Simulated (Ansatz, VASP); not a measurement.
## One calculation of SrCl2, two programs

```
CELL_PARAMETERS angstrom
-2.77883 2.77883 6.81406
2.77883 -2.77883 6.81406
2.77883 2.77883 -6.81406
ATOMIC_POSITIONS crystal
Sr 0.75000 0.25000 0.50000
Sr 0.00000 0.00000 0.00000
Cl 0.54037 0.04037 0.50000
Cl 0.79037 0.79037 0.00000
Cl 0.20963 0.20963 0.00000
Cl 0.95963 0.45963 0.50000
```

Alike in both runs: task single point; functional r2SCAN; k mesh 6 × 6 × 6; no spin polarisation.

|  | VASP | Ansatz |
| --- | --- | --- |
| version | VASP 6.6.1 | Ansatz 0.2.0 |
| potentials or method | VASP PAW PBE potentials, release 64 (Sr_sv, Cl) | plane waves, PAW |
| plane-wave cutoff (eV) | 520 | 500 |
| occupations | gaussian, width 0.01 eV | fixed |
| valence electrons in the cell | 48 | 48 |

VASP gave:

| Quantity | Value |
| --- | --- |
| gap on the k mesh at the Fermi level (eV) | 6.35 |
| pressure (GPa) | 2.0 |
| traceless stress, the component that is largest in VASP (GPa) | 0.08 |
| rms of the force components (eV/Å) | 0.069 |

Estimate Ansatz's values.

gap on the k mesh at the Fermi level (eV): 6.35; pressure (GPa): 2.0; traceless stress, the component that is largest in VASP (GPa): 0.07; rms of the force components (eV/Å): 0.065.

VASP's potentials were made for PBE, not for r2SCAN. Atom by atom the forces differ by 0.004 eV/Å (rms over components).
